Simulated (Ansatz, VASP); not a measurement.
# One calculation of TiO2, two programs

```
Ti O
1.0
     4.59675    0.00000    0.00000
     0.00000    4.59675    0.00000
     0.00000    0.00000    2.95367
Ti O
2 4
Direct
  0.00000 0.00000 0.00000
  0.50000 0.50000 0.50000
  0.30461 0.30461 0.00000
  0.19539 0.80461 0.50000
  0.69539 0.69539 0.00000
  0.80461 0.19539 0.50000
```

Alike in both runs: functional r2SCAN; k mesh 6 × 6 × 10; occupations gaussian, width 0.02 eV; no spin polarisation.

Ansatz relaxed the structure, and its values are those at the end. VASP's run is a single point on that final structure, the one shown.

```csv
,VASP,Ansatz
version,VASP 6.6.1,Ansatz 0.2.0
potentials or method,"VASP PAW PBE potentials, release 64 (Ti_sv, O), cutoff 520 eV","scalar-relativistic, plane waves, PAW"
valence electrons in the cell,48,48
```

Ansatz gave:

- gap on the k mesh at the Fermi level (eV): 2.22
- least direct gap on the mesh (eV): 2.22
- pressure (GPa): 0.0
- rms of the force components (eV/Å): 0.000

**Question.** Estimate VASP's values.

**Answer.** gap on the k mesh at the Fermi level (eV): 2.23; least direct gap on the mesh (eV): 2.23; pressure (GPa): 1.3; rms of the force components (eV/Å): 0.016.

VASP's potentials were made for PBE, not for r2SCAN. With one functional, cell and mesh, what is left measures potentials, basis and numerics.
